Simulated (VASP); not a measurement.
# WAu in VASP: further runs, part 2 of 2

VASP 6.6.1.

### Step 4. Single point, PBE (volume scaled by 1.06)

Input file INCAR:

```
PREC = Accurate
ENCUT = 520
EDIFF = 1E-6
ISMEAR = -1
SIGMA = 0.05
LREAL = False
LASPH = True
NELM = 60
ALGO = Normal
ISIF = 2
LWAVE = False
LCHARG = False
GGA = PE
NBANDS = 20
```

Input file KPOINTS:

```
regular mesh
0
Gamma
  8 8 8
```

Input file POSCAR:

```
WAu
1.0
    0.0000000000      2.8018748892      2.8018748892
    2.8018748892      0.0000000000      2.8018748892
    2.8018748892      2.8018748892      0.0000000000
W Au
1 1
Direct
    0.0000000000      0.0000000000      0.0000000000
    0.7500000000      0.7500000000      0.7500000000
```

Potentials or basis: VASP PAW PBE potentials, release 64 (W_sv, Au).

Command:

```sh
$ cat potpaw_PBE.64/W_sv/POTCAR potpaw_PBE.64/Au/POTCAR > POTCAR
$ mpirun -np 1 vasp_std > vasp.out
```

OUTCAR:

```text
PREC = Accurate
   ENCUT = 520
   EDIFF = 1E-6
   ISMEAR = -1
   LREAL = False
   LASPH = True
   NELM = 60
   ISIF = 2
   GGA = PE

 ion  position               nearest neighbor table
   1  0.000  0.000  0.000-   2 2.43   2 2.43   2 2.43   2 2.43
   2  0.750  0.750  0.750-   1 2.43   1 2.43   1 2.43   1 2.43

  LATTYP: Found a face centered cubic cell.
 ALAT       =     5.6037497784

  Lattice vectors:

 A1 = (   0.0000000000,   2.8018748892,   2.8018748892)
 A2 = (   2.8018748892,   0.0000000000,   2.8018748892)
 A3 = (   2.8018748892,   2.8018748892,   0.0000000000)

Analysis of symmetry for initial positions (statically):
=====================================================================
 Subroutine PRICEL returns:
 Original cell was already a primitive cell.

 Routine SETGRP: Setting up the symmetry group for a
 face centered cubic supercell.

 Subroutine GETGRP returns: Found 24 space group operations
 (whereof 24 operations were pure point group operations)
 out of a pool of 48 trial point group operations.

The static configuration has the point symmetry T_d .

Analysis of symmetry for dynamics (positions and initial velocities):
=====================================================================
 Subroutine PRICEL returns:
 Original cell was already a primitive cell.

 Routine SETGRP: Setting up the symmetry group for a
 face centered cubic supercell.

 Subroutine GETGRP returns: Found 24 space group operations
 (whereof 24 operations were pure point group operations)
 out of a pool of 48 trial point group operations.

The dynamic configuration has the point symmetry T_d .

 Subroutine INISYM returns: Found 24 space group operations
 (whereof 24 operations are pure point group operations),
 and found     1 'primitive' translations

----------------------------------------------------------------------------------------

                                     Primitive cell

  volume of cell :      43.9923

  direct lattice vectors                    reciprocal lattice vectors
     0.000000000  2.801874889  2.801874889    -0.178451937  0.178451937  0.178451937
     2.801874889  0.000000000  2.801874889     0.178451937 -0.178451937  0.178451937
     2.801874889  2.801874889  0.000000000     0.178451937  0.178451937 -0.178451937

  length of vectors
     3.962449468  3.962449468  3.962449468     0.309087821  0.309087821  0.309087821

  position of ions in fractional coordinates (direct lattice)
     0.000000000  0.000000000  0.000000000
     0.750000000  0.750000000  0.750000000

  ion indices of the primitive-cell ions
   primitive index   ion index
                 1           1
                 2           2

----------------------------------------------------------------------------------------

 KPOINTS: regular mesh

Automatic generation of k-mesh.
 Grid dimensions read from file:
 generate k-points for:    8    8    8

 Generating k-lattice:

  Cartesian coordinates                     Fractional coordinates (reciprocal lattice)
    -0.022306492  0.022306492  0.022306492     0.125000000  0.000000000  0.000000000
     0.022306492 -0.022306492  0.022306492     0.000000000  0.125000000  0.000000000
     0.022306492  0.022306492 -0.022306492     0.000000000  0.000000000  0.125000000

  Length of vectors
     0.038635978  0.038635978  0.038635978

  Shift w.r.t. Gamma in fractional coordinates (k-lattice)
     0.000000000  0.000000000  0.000000000

 Subroutine IBZKPT returns following result:
 ===========================================

 Found     29 irreducible k-points:

 Following reciprocal coordinates:
            Coordinates               Weight
  0.000000  0.000000  0.000000      1.000000
  0.125000  0.000000  0.000000      8.000000
  0.250000  0.000000  0.000000      8.000000
  0.375000  0.000000  0.000000      8.000000
  0.500000  0.000000  0.000000      4.000000
  0.125000  0.125000  0.000000      6.000000
[... 16 lines left out ...]
  0.500000  0.250000  0.125000     48.000000
 -0.375000  0.250000  0.125000     24.000000
 [... further k-points ...]
   k-points           NKPTS =     29   k-points in BZ     NKDIM =     29   number of bands    NBANDS=     20
   number of dos      NEDOS =    301   number of ions     NIONS =      2
   total plane-waves  NPLWV =  27000
   dimension x,y,z NGX =    30 NGY =   30 NGZ =   30
   dimension x,y,z NGXF=    60 NGYF=   60 NGZF=   60
   ions per type =               1   1
   NGX,Y,Z   is equivalent  to a cutoff of  12.59, 12.59, 12.59 a.u.
   NGXF,Y,Z  is equivalent  to a cutoff of  25.17, 25.17, 25.17 a.u.
 SYSTEM =  unknown system
   PREC   = accura    normal or accurate (medium, high low for compatibility)
   ISTART =      0    job   : 0-new  1-cont  2-samecut
   ICHARG =      2    charge: 1-file 2-atom 10-const
   ISPIN  =      1    spin polarized calculation?
   LNONCOLLINEAR =      F non collinear calculations
   LSORBIT =      F    spin-orbit coupling
   LASPH  =      T    aspherical Exc in radial PAW
   ENCUT  =  520.0 eV  38.22 Ry    6.18 a.u.   7.37  7.37  7.37*2*pi/ulx,y,z
   NELM   =     60;   NELMIN=  2; NELMDL= -5     # of ELM steps
   EDIFF  = 0.1E-05   stopping-criterion for ELM
   LREAL  =      F    real-space projection
   EDIFFG = 0.1E-04   stopping-criterion for IOM
   NSW    =      0    number of steps for IOM
   IBRION =     -1    ionic relax: 0-MD 1-quasi-New 2-CG
   NFREE  =      0    steps in history (QN), initial steepest desc. (CG)
   ISIF   =      2    stress and relaxation
   ISYM   =      2    0-nonsym 1-usesym 2-fastsym
   POTIM  = 0.5000    time-step for ionic-motion
   TEBEG  =    0.0;   TEEND  =   0.0 temperature during run
   PSTRESS=    0.0 pullay stress
   NELECT =      25.0000    total number of electrons
   NUPDOWN=      -1.0000    fix difference up-down
   EMIN   =  10.00;   EMAX   =-10.00  energy-range for DOS
   EFERMI =   0.00;   METHOD = LEGACY
   ISMEAR =    -1;   SIGMA  =   0.05  broadening in eV -4-tet -1-fermi 0-gaus
   EFERMI_NEDOS =   21; number of points for ismear=-14 and -15
   IALGO  =     38    algorithm
   IMIX   =      4    mixing-type and parameters
     AMIX     =   0.40;   BMIX     =  1.00
     AMIX_MAG =   1.60;   BMIX_MAG =  1.00
  volume/ion in A,a.u.               =      22.00       148.44
  Fermi-wavevector in a.u.,A,eV,Ry     =   1.356010  2.562487 25.017876  1.838762
  Thomas-Fermi vector in A             =   2.483049
   LORBIT       =      0    0 simple, 1 ext, 2 COOP (PROOUT), +10 PAW based schemes
   GGA     = PE    functional components
   LHFCALC =     F    Hartree Fock is set to
   AEXX    =    0.0000 exact exchange contribution
   IVDW    =     0    specifies the selected vdW correction
   LEPSILON=     F    determine dielectric tensor
   LRPA    =     F    only Hartree local field effects (RPA)
 non-spin polarized calculation
  energy-cutoff  :      520.00
  volume of cell :       43.99
 maximum number of plane-waves:      1243
 NGX is ok and might be reduce to    30
   NGX = 15   NGY = 15   NGZ = 15

 number of electron      25.0000000 magnetization

 Free energy of the ion-electron system (eV)
  ---------------------------------------------------
  ext. energy  EPLUGINS =         0.00000000
  ---------------------------------------------------
  free energy    TOTEN  =       -12.04365503 eV

  energy without entropy =      -12.02647426  energy(sigma->0) =      -12.03506464

 E-fermi :   6.8924     XC(G=0): -11.2331

 val. band max:        6.8573671960   @ k =  -0.3750   0.2500   0.1250
 cond. band min:       6.9428774052   @ k =   0.3750   0.2500   0.0000
 fundamental gap:      0.0855102092
 Fermi energy:         6.8924026094

 k-point     1 :       0.0000    0.0000    0.0000
  band No.  band energies     occupation
      1     -67.2534      2.00000
      2     -31.5125      2.00000
      3     -31.5125      2.00000
      4     -31.5125      2.00000
      5      -1.2656      2.00000
      6       0.5656      2.00000
[... 12 lines left out ...]
     19      18.4727      0.00000
     20      18.4868      0.00000
[... 507 lines left out ...]
 k-point    24 :      -0.3750    0.2500    0.1250
  band No.  band energies     occupation
      1     -67.2510      2.00000
      2     -31.5318      2.00000
      3     -31.5152      2.00000
      4     -31.5095      2.00000
      5       0.1309      2.00000
      6       0.3236      2.00000
[... 12 lines left out ...]
     19      17.1659      0.00000
     20      20.7242      0.00000

 [... further k-points ...]

------------------------ aborting loop because EDIFF is reached ----------------------------------------

  FORCE on cell =-STRESS in cart. coord.  units (eV):
  Direction    XX          YY          ZZ          XY          YZ          ZX
  --------------------------------------------------------------------------------------
  -------------------------------------------------------------------------------------
  Total        5.2078738      5.2078738      5.2078738     -0.0000000     -0.0000000     -0.0000000
  in kB      189.6683304    189.6683304    189.6683304     -0.0000000     -0.0000000     -0.0000000
  external PRESSURE =     189.6683304 kB  Pullay stress =       0.0000000 kB

 VOLUME and BASIS-vectors are now :
 -----------------------------------------------------------------------------
  energy-cutoff  :      520.00
  volume of cell :       43.99
      direct lattice vectors                 reciprocal lattice vectors
     0.000000000  2.801874889  2.801874889    -0.178451937  0.178451937  0.178451937
     2.801874889  0.000000000  2.801874889     0.178451937 -0.178451937  0.178451937
     2.801874889  2.801874889  0.000000000     0.178451937  0.178451937 -0.178451937

 POSITION                                       TOTAL-FORCE (eV/Angst)
 -----------------------------------------------------------------------------------
      0.00000      0.00000      0.00000        -0.000000     -0.000000     -0.000000
      4.20281      4.20281      4.20281         0.000000      0.000000      0.000000
 -----------------------------------------------------------------------------------
    total drift:                                0.000001      0.000001      0.000001

  FREE ENERGIE OF THE ION-ELECTRON SYSTEM (eV)
  ---------------------------------------------------
  free  energy   TOTEN  =       -12.0436550256 eV

  energy  without entropy=      -12.0264742590  energy(sigma->0) =      -12.03506464
```

OSZICAR:

```text
N       E                     dE             d eps       ncg     rms          rms(c)
DAV:   1     0.193059937833E+03    0.19306E+03   -0.12586E+04  1160   0.126E+03
DAV:   2    -0.746045566790E+01   -0.20052E+03   -0.19403E+03  1296   0.346E+02
DAV:   3    -0.132773938326E+02   -0.58169E+01   -0.57681E+01  1320   0.581E+01
DAV:   4    -0.133297152881E+02   -0.52321E-01   -0.52312E-01  1288   0.585E+00
DAV:   5    -0.133306736176E+02   -0.95833E-03   -0.95832E-03  1300   0.777E-01    0.178E+01
DAV:   6    -0.122419434804E+02    0.10887E+01   -0.29551E+00  1236   0.142E+01    0.848E+00
DAV:   7    -0.120928132860E+02    0.14913E+00   -0.66743E-01  1284   0.649E+00    0.270E+00
DAV:   8    -0.120491064344E+02    0.43707E-01   -0.87974E-02  1228   0.265E+00    0.119E+00
DAV:   9    -0.120436696367E+02    0.54368E-02   -0.82585E-03  1236   0.751E-01    0.102E-01
DAV:  10    -0.120436413543E+02    0.28282E-04   -0.37310E-04  1256   0.173E-01    0.505E-02
DAV:  11    -0.120436553238E+02   -0.13969E-04   -0.21904E-05  1308   0.370E-02    0.668E-03
DAV:  12    -0.120436550256E+02    0.29814E-06   -0.34345E-07   744   0.516E-03
   1 F= -.12043655E+02 E0= -.12035065E+02  d E =-.171808E-01
```

Wall time 20 s (1 thread of Intel Xeon Platinum 8488C (Sapphire Rapids), shared host); peak memory 0.18 GiB.

Results:

- Free energy: -12.0437 eV
- Pressure: 19.0 GPa

Caveat: spin-orbit coupling is left out, which moves the levels of the heavy elements.

### Step 5. Single point, PBE (atoms moved at random)

Input file INCAR:

```
  ALGO = Fast
  EDIFF = 1E-7
  ENCUT = 520
  GGA = PE
  ISIF = 2
  ISMEAR = -1
  LASPH = T
  LCHARG = F
  LREAL = F
  LWAVE = F
  NBANDS = 20
  NELM = 60
  PREC = Accurate
  SIGMA = 0.05
```

Input file KPOINTS:

```
k-points
0
Gamma
  8 8 8
```

Input file POSCAR:

```
WAu
1.0
    0.0000000000      2.7479792600      2.7479792600
    2.7479792600      0.0000000000      2.7479792600
    2.7479792600      2.7479792600      0.0000000000
W Au
1 1
Direct
    0.0038740000     -0.0029770000     -0.0070910000
    0.7383630000      0.7513000000      0.7580640000
```

Command:

```sh
$ cat potpaw_PBE.64/W_sv/POTCAR potpaw_PBE.64/Au/POTCAR > POTCAR
$ mpirun -np 1 vasp_std > vasp.out
```

It took 3.5 min on 1 thread of Intel Xeon Platinum 8488C (Sapphire Rapids), shared host; peak memory 0.34 GiB.

It converged, with:

* Free energy: -11.6014 eV
* Pressure: 33.5 GPa
* Largest force: 1.367 eV/Å

Forces in eV/Å, atoms in the order of the input:
```
W    1.176 -0.121 -0.685
Au  -1.176  0.121  0.685
```

Stress tensor (GPa, compression positive):
```
33.29 -3.84 -0.48
-3.84 33.69  6.62
-0.48  6.62 33.55
```

Levels at points of the mesh, in eV from the Fermi level:
```csv
k point,band 10,band 11,band 12,band 13,band 14,band 15,band 16,band 17
"(0.00, 0.00, 0.00)",-6.33,-0.93,-0.87,-0.79,2.10,2.12,9.18,11.60
"(0.50, 0.00, 0.00)",-5.63,-2.23,-0.29,-0.14,1.96,1.99,2.77,8.77
"(0.00, 0.50, 0.00)",-5.56,-2.21,-0.35,-0.11,1.73,1.81,2.57,8.68
"(0.00, 0.00, 0.50)",-5.51,-2.20,-0.31,-0.17,1.64,1.69,2.45,8.74
"(0.50, 0.50, 0.50)",-5.59,-2.22,-0.34,-0.11,1.82,1.88,2.66,8.65
"(0.50, 0.50, 0.00)",-4.23,-3.20,0.39,1.44,1.96,2.02,3.52,3.73
"(0.00, 0.50, 0.50)",-4.24,-3.19,0.39,1.45,1.92,2.01,3.59,3.72
"(0.50, 0.00, 0.50)",-4.22,-3.20,0.39,1.44,1.99,2.01,3.51,3.73
```

Caveat: the cell differs from its parent crystal (atoms moved at random); spin-orbit coupling is left out, which moves the levels of the heavy elements; forces of over 1 eV/Å act on the atoms, so gaps and moduli don't describe the material at rest.

### Step 6. The runs side by side

| cell | gap on the mesh (eV) | pressure (GPa) |
| --- | --- | --- |
| a = 3.912 Å, angles 60.0°, 2 atoms | none | 27.9 |
| a = 3.937 Å, angles 60.0°, 2 atoms | none | 23.2 |
| a = 3.962 Å, angles 60.0°, 2 atoms | none | 19.0 |
| a = 3.886 Å, angles 60.0°, 2 atoms | none | 33.5 |

Alike in all rows: task single point; level PBE; potentials or basis VASP PAW PBE potentials, release 64 (W_sv, Au); no spin polarisation; k mesh 8 × 8 × 8; cutoff (eV) 520; smearing fermi-dirac 0.05 eV.

Caveats: spin-orbit coupling is left out, which moves the levels of the heavy elements; forces of over 1 eV/Å act on the atoms, so gaps and moduli don't describe the material at rest (some runs).

Absolute energies hang on the potentials; compare differences alone.
